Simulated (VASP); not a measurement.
# Ag in VASP: single point with r2SCAN

Aim: the single point of Ag with r2SCAN.

Program: VASP 6.6.1. These are calculated values, not measurements. Logs are shortened: lines on timing, memory, paths and dates and some standing lists are left out, and cuts for length are marked.

## (1) The cell of the first run

The cell holds a slab with vacuum, 9 atoms: a = 4.683 Å, b = 2.868 Å, c = 22.815 Å, α = 90.00°, β = 90.00°, γ = 90.00°.

## (2) Single point, r2SCAN

Contents of POSCAR:

```
Ag
1.0
    4.6828966828      0.0000000000      0.0000000000
    0.0000000000      2.8676768478      0.0000000000
    0.0000000000      0.0000000000     22.8146866416
Ag
9
Direct
    0.0000000000      0.0000000000      0.2629884905
    0.5000000000      0.3333333333      0.3222413678
    0.0000000000      0.6666666667      0.3814942452
    0.5000000000      1.0000000000      0.4407471226
    0.0000000000      0.3333333333      0.5000000000
    0.5000000000      0.6666666667      0.5592528774
    1.0000000000      1.0000000000      0.6185057548
    0.5000000000      0.3333333333      0.6777586322
    0.0000000000      0.6666666667      0.7370115095
```

Contents of INCAR.step1:

```
SYSTEM = Ag
  PREC = Accurate
  ENCUT = 520
  ISMEAR = 1
  SIGMA = 0.1
  LREAL = .False.
  LASPH = .True.
  NELM = 80
  LDIPOL = .True.
  IDIPOL = 3
  DIPOL = 0.5 0.5 0.500
  NBANDS = 60
  GGA = PE
  ALGO = Normal
  EDIFF = 1E-4
  LWAVE = .True.
  LCHARG = .False.
```

Contents of INCAR.step2:

```
SYSTEM = Ag
  PREC = Accurate
  ENCUT = 520
  EDIFF = 1E-7
  ISMEAR = 1
  SIGMA = 0.1
  LREAL = .False.
  LASPH = .True.
  NELM = 80
  ALGO = Normal
  ISIF = 2
  LWAVE = .False.
  LCHARG = .False.
  LDIPOL = .True.
  IDIPOL = 3
  DIPOL = 0.5 0.5 0.500
  METAGGA = R2SCAN
  LMIXTAU = .True.
  NBANDS = 60
  ISTART = 1
```

Contents of KPOINTS:

```
regular mesh
0
Gamma
  4 6 1
  0 0 0
```

Potentials or basis: VASP PAW PBE potentials, release 64 (Ag).

Started as:

```bash
$ cat potpaw_PBE.64/Ag/POTCAR > POTCAR
$ cp INCAR.step1 INCAR
$ mpirun -np 1 vasp_std > vasp.out
$ cp INCAR.step2 INCAR
$ mpirun -np 1 vasp_std > vasp.out
```

OUTCAR:

```text
SYSTEM = Ag
   PREC = Accurate
   ENCUT = 520
   EDIFF = 1E-7
   ISMEAR = 1
   LREAL = .False.
   LASPH = .True.
   NELM = 80
   ISIF = 2
   METAGGA = R2SCAN
   ISTART = 1

 ion  position               nearest neighbor table
   1  0.000  0.000  0.263-   3 2.87   2 2.87   2 2.87   3 3.31   2 3.31   2 3.31
   2  0.500  0.333  0.322-   1 2.87   1 2.87   3 2.87   3 2.87   4 2.87   1 3.31   1 3.31   3 3.31
                             3 3.31   4 3.31
   3  0.000  0.667  0.381-   1 2.87   4 2.87   4 2.87   2 2.87   2 2.87   5 2.87   1 3.31   2 3.31
                             2 3.31   4 3.31   4 3.31   5 3.31
   4  0.500  0.000  0.441-   3 2.87   5 2.87   3 2.87   5 2.87   6 2.87   2 2.87   3 3.31   3 3.31
                             5 3.31   5 3.31   6 3.31   2 3.31
   5  0.000  0.333  0.500-   4 2.87   4 2.87   6 2.87   6 2.87   7 2.87   3 2.87   6 3.31   6 3.31
                             4 3.31   4 3.31   3 3.31   7 3.31
   6  0.500  0.667  0.559-   7 2.87   7 2.87   5 2.87   5 2.87   4 2.87   8 2.87   5 3.31   5 3.31
                             7 3.31   7 3.31   8 3.31   4 3.31
   7  0.000  0.000  0.619-   9 2.87   6 2.87   6 2.87   8 2.87   8 2.87   5 2.87   9 3.31   6 3.31
                             6 3.31   8 3.31   8 3.31   5 3.31
   8  0.500  0.333  0.678-   9 2.87   9 2.87   7 2.87   7 2.87   6 2.87   9 3.31   9 3.31   7 3.31
                             7 3.31   6 3.31
   9  0.000  0.667  0.737-   7 2.87   8 2.87   8 2.87   7 3.31   8 3.31   8 3.31

  LATTYP: Found a simple orthorhombic cell.
 ALAT       =     2.8676768478
 B/A-ratio  =     1.6329931618
 C/A-ratio  =     7.9558080818

  Lattice vectors:

 A1 = (   0.0000000000,  -2.8676768478,   0.0000000000)
 A2 = (   4.6828966828,   0.0000000000,   0.0000000000)
 A3 = (   0.0000000000,   0.0000000000,  22.8146866416)

Analysis of symmetry for initial positions (statically):
=====================================================================
 Subroutine PRICEL returns:
 Original cell was already a primitive cell.

 Routine SETGRP: Setting up the symmetry group for a
 simple orthorhombic supercell.

 Subroutine GETGRP returns: Found  4 space group operations
 (whereof  2 operations were pure point group operations)
 out of a pool of  8 trial point group operations.

The static configuration has the point symmetry C_1h.
 The point group associated with its full space group is C_2h.

Analysis of symmetry for dynamics (positions and initial velocities):
=====================================================================
 Subroutine PRICEL returns:
 Original cell was already a primitive cell.

 Routine SETGRP: Setting up the symmetry group for a
 simple orthorhombic supercell.

 Subroutine GETGRP returns: Found  4 space group operations
 (whereof  2 operations were pure point group operations)
 out of a pool of  8 trial point group operations.

The dynamic configuration has the point symmetry C_1h.
 The point group associated with its full space group is C_2h.

 Subroutine INISYM returns: Found  4 space group operations
 (whereof  2 operations are pure point group operations),
 and found     1 'primitive' translations

----------------------------------------------------------------------------------------

                                     Primitive cell

  volume of cell :     306.3792

  direct lattice vectors                    reciprocal lattice vectors
     4.682896683  0.000000000  0.000000000     0.213543041  0.000000000  0.000000000
     0.000000000  2.867676848  0.000000000     0.000000000  0.348714326  0.000000000
     0.000000000  0.000000000 22.814686642     0.000000000  0.000000000  0.043831415

  length of vectors
     4.682896683  2.867676848 22.814686642     0.213543041  0.348714326  0.043831415

  position of ions in fractional coordinates (direct lattice)
     0.000000000  0.000000000  0.262988490
     0.500000000  0.333333333  0.322241368
     0.000000000  0.666666667  0.381494245
     0.500000000  0.000000000  0.440747123
     0.000000000  0.333333333  0.500000000
     0.500000000  0.666666667  0.559252877
     0.000000000  0.000000000  0.618505755
     0.500000000  0.333333333  0.677758632
     0.000000000  0.666666667  0.737011510

  ion indices of the primitive-cell ions
   primitive index   ion index
                 1           1
                 2           2
                 3           3
                 4           4
                 5           5
                 6           6
                 7           7
                 8           8
                 9           9

----------------------------------------------------------------------------------------

 KPOINTS: regular mesh

Automatic generation of k-mesh.
 Grid dimensions read from file:
 generate k-points for:    4    6    1

 Generating k-lattice:

  Cartesian coordinates                     Fractional coordinates (reciprocal lattice)
     0.053385760  0.000000000  0.000000000     0.250000000  0.000000000  0.000000000
     0.000000000  0.058119054  0.000000000     0.000000000  0.166666667  0.000000000
     0.000000000  0.000000000  0.043831415     0.000000000  0.000000000  1.000000000

  Length of vectors
     0.053385760  0.058119054  0.043831415

  Shift w.r.t. Gamma in fractional coordinates (k-lattice)
     0.000000000  0.000000000  0.000000000

 Subroutine IBZKPT returns following result:
 ===========================================

 Found     12 irreducible k-points:

 Following reciprocal coordinates:
            Coordinates               Weight
  0.000000  0.000000  0.000000      1.000000
  0.250000  0.000000  0.000000      2.000000
  0.500000  0.000000  0.000000      1.000000
  0.000000  0.166667  0.000000      2.000000
  0.250000  0.166667  0.000000      4.000000
  0.500000  0.166667  0.000000      2.000000
  0.000000  0.333333  0.000000      2.000000
  0.250000  0.333333  0.000000      4.000000
  0.500000  0.333333  0.000000      2.000000
  0.000000  0.500000  0.000000      1.000000
  0.250000  0.500000  0.000000      2.000000
  0.500000  0.500000  0.000000      1.000000
   k-points           NKPTS =     12   k-points in BZ     NKDIM =     12   number of bands    NBANDS=     60
   number of dos      NEDOS =    301   number of ions     NIONS =      9
   total plane-waves  NPLWV = 155520
   dimension x,y,z NGX =    36 NGY =   24 NGZ =  180
   dimension x,y,z NGXF=    72 NGYF=   48 NGZF=  360
   ions per type =               9
   NGX,Y,Z   is equivalent  to a cutoff of  12.78, 13.91, 13.12 a.u.
   NGXF,Y,Z  is equivalent  to a cutoff of  25.56, 27.83, 26.23 a.u.
 SYSTEM =  Ag
   PREC   = accura    normal or accurate (medium, high low for compatibility)
   ISTART =      1    job   : 0-new  1-cont  2-samecut
   ICHARG =      0    charge: 1-file 2-atom 10-const
   ISPIN  =      1    spin polarized calculation?
   LNONCOLLINEAR =      F non collinear calculations
   LSORBIT =      F    spin-orbit coupling
   LASPH  =      T    aspherical Exc in radial PAW
   ENCUT  =  520.0 eV  38.22 Ry    6.18 a.u.   8.71  5.33 42.42*2*pi/ulx,y,z
   NELM   =     80;   NELMIN=  2; NELMDL=  0     # of ELM steps
   EDIFF  = 0.1E-06   stopping-criterion for ELM
   LREAL  =      F    real-space projection
   EDIFFG = 0.1E-05   stopping-criterion for IOM
   NSW    =      0    number of steps for IOM
   IBRION =     -1    ionic relax: 0-MD 1-quasi-New 2-CG
   NFREE  =      0    steps in history (QN), initial steepest desc. (CG)
   ISIF   =      2    stress and relaxation
   ISYM   =      2    0-nonsym 1-usesym 2-fastsym
   POTIM  = 0.5000    time-step for ionic-motion
   TEBEG  =    0.0;   TEEND  =   0.0 temperature during run
   PSTRESS=    0.0 pullay stress
   NELECT =      99.0000    total number of electrons
   NUPDOWN=      -1.0000    fix difference up-down
   EMIN   =  10.00;   EMAX   =-10.00  energy-range for DOS
   EFERMI =   0.00;   METHOD = LEGACY
   ISMEAR =     1;   SIGMA  =   0.10  broadening in eV -4-tet -1-fermi 0-gaus
   EFERMI_NEDOS =   21; number of points for ismear=-14 and -15
   IALGO  =     38    algorithm
   IMIX   =      4    mixing-type and parameters
     AMIX     =   0.40;   BMIX     =  1.00
     AMIX_MAG =   1.60;   BMIX_MAG =  1.00
  volume/ion in A,a.u.               =      34.04       229.73
  Fermi-wavevector in a.u.,A,eV,Ry     =   1.123398  2.122914 17.170852  1.262022
  Thomas-Fermi vector in A             =   2.260063
   LORBIT       =      0    0 simple, 1 ext, 2 COOP (PROOUT), +10 PAW based schemes
   METAGGA = R2SCAN    functional components
   LHFCALC =     F    Hartree Fock is set to
   AEXX    =    0.0000 exact exchange contribution
   IVDW    =     0    specifies the selected vdW correction
   LEPSILON=     F    determine dielectric tensor
   LRPA    =     F    only Hartree local field effects (RPA)
 non-spin polarized calculation
 Methfessel and Paxton  Order N= 1 SIGMA  =   0.10
  energy-cutoff  :      520.00
  volume of cell :      306.38
 maximum number of plane-waves:      8306
 NGX is ok and might be reduce to    36
   NGX = 17   NGY = 11   NGZ = 85

 number of electron      99.0000010 magnetization

 dipolmoment           0.000000      0.000000      0.000000 electrons x Angstroem

 Free energy of the ion-electron system (eV)
  ---------------------------------------------------
  ext. energy  EPLUGINS =         0.00000000
  ---------------------------------------------------
  free energy    TOTEN  =      -189.90830441 eV

  energy without entropy =     -189.90320924  energy(sigma->0) =     -189.90660602

 E-fermi :   2.2178     XC(G=0):  -7.4122

 val. band max:        2.2159563304   @ k =   0.2500   0.5000   0.0000
 cond. band min:       2.2263926518   @ k =   0.2500   0.5000   0.0000
 fundamental gap:      0.0104363214
 Fermi energy:         2.2177780002

 k-point     1 :       0.0000    0.0000    0.0000
  band No.  band energies     occupation
      1      -5.1117      2.00000
      2      -4.4354      2.00000
      3      -4.1000      2.00000
      4      -3.8141      2.00000
      5      -3.7418      2.00000
      6      -3.6885      2.00000
[... 745 lines left out ...]
     59       6.8983      0.00000
     60       7.1595      0.00000

------------------------ aborting loop because EDIFF is reached ----------------------------------------

 vacuum level on the upper side and lower side of the slab       (xc-potential included)        -0.053        -0.053

  FORCE on cell =-STRESS in cart. coord.  units (eV):
  Direction    XX          YY          ZZ          XY          YZ          ZX
  --------------------------------------------------------------------------------------
  -------------------------------------------------------------------------------------
  Total       -4.5799548     -5.9719498     -4.0529861      0.0000000      0.0375800      0.0000000
  in kB      -23.9503841    -31.2296732    -21.1946573      0.0000000      0.1965208      0.0000000
  external PRESSURE =     -25.4582382 kB  Pullay stress =       0.0000000 kB

 VOLUME and BASIS-vectors are now :
 -----------------------------------------------------------------------------
  energy-cutoff  :      520.00
  volume of cell :      306.38
      direct lattice vectors                 reciprocal lattice vectors
     4.682896683  0.000000000  0.000000000     0.213543041  0.000000000  0.000000000
     0.000000000  2.867676848  0.000000000     0.000000000  0.348714326  0.000000000
     0.000000000  0.000000000 22.814686642     0.000000000  0.000000000  0.043831415

 POSITION                                       TOTAL-FORCE (eV/Angst)
 -----------------------------------------------------------------------------------
      0.00000      0.00000      6.00000         0.000000     -0.095550      0.479494
      2.34145      0.95589      7.35184         0.000000      0.125072     -0.111304
      0.00000      1.91178      8.70367         0.000000      0.008822     -0.040604
      2.34145      0.00000     10.05551         0.000000     -0.023831     -0.023679
      0.00000      0.95589     11.40734         0.000000      0.000000      0.000000
      2.34145      1.91178     12.75918         0.000000      0.023831      0.023679
      0.00000      0.00000     14.11101         0.000000     -0.008822      0.040604
      2.34145      0.95589     15.46285         0.000000     -0.125072      0.111304
      0.00000      1.91178     16.81469         0.000000      0.095550     -0.479494
 -----------------------------------------------------------------------------------
    total drift:                                0.000000      0.000000     -0.000000

  FREE ENERGIE OF THE ION-ELECTRON SYSTEM (eV)
  ---------------------------------------------------
  free  energy   TOTEN  =      -189.9083044056 eV

  energy  without entropy=     -189.9032092409  energy(sigma->0) =     -189.90660602

 vacuum level on the upper side and lower side of the slab         6.240         6.240
```

Wall time 23 min (1 thread of Intel Xeon Platinum 8259CL at 2.50GHz (Skylake/Cascade Lake), shared host); peak memory 0.48 GiB.

Results:

| Property | Result |
| --- | --- |
| Free energy | -189.9083 eV |
| Largest force | 0.489 eV/Å |
| Band gap on the k mesh | zero (an odd number of electrons rules out a gap without spin polarisation) |

Forces in eV/Å, atoms in the order of the input:
```
Ag   0.000 -0.096  0.479
Ag   0.000  0.125 -0.111
Ag   0.000  0.009 -0.041
Ag   0.000 -0.024 -0.024
Ag   0.000  0.000  0.000
Ag   0.000  0.024  0.024
Ag   0.000 -0.009  0.041
Ag   0.000 -0.125  0.111
Ag   0.000  0.096 -0.479
```

Levels at points of the mesh, in eV from the Fermi level:
| k point | band 48 | band 49 | band 50 | band 51 | band 52 | band 53 |
| --- | --- | --- | --- | --- | --- | --- |
| (0.00, 0.00, 0.00) | -3.13 | -2.45 | -0.87 | 0.56 | 0.83 | 1.80 |
| (0.50, 0.00, 0.00) | -3.08 | -2.92 | -2.44 | -1.96 | -1.25 | -0.45 |
| (0.00, 0.50, 0.00) | -0.02 | 0.16 | 0.66 | 1.33 | 2.31 | 3.31 |
| (0.50, 0.50, 0.00) | 1.03 | 1.17 | 1.70 | 1.89 | 2.44 | 2.60 |

Caveat: the k points lie up to 0.37 Å⁻¹ apart, too coarse for converged energies and pressures of a metal; the PAW data sets were made with another functional, which shifts forces and pressure a little.
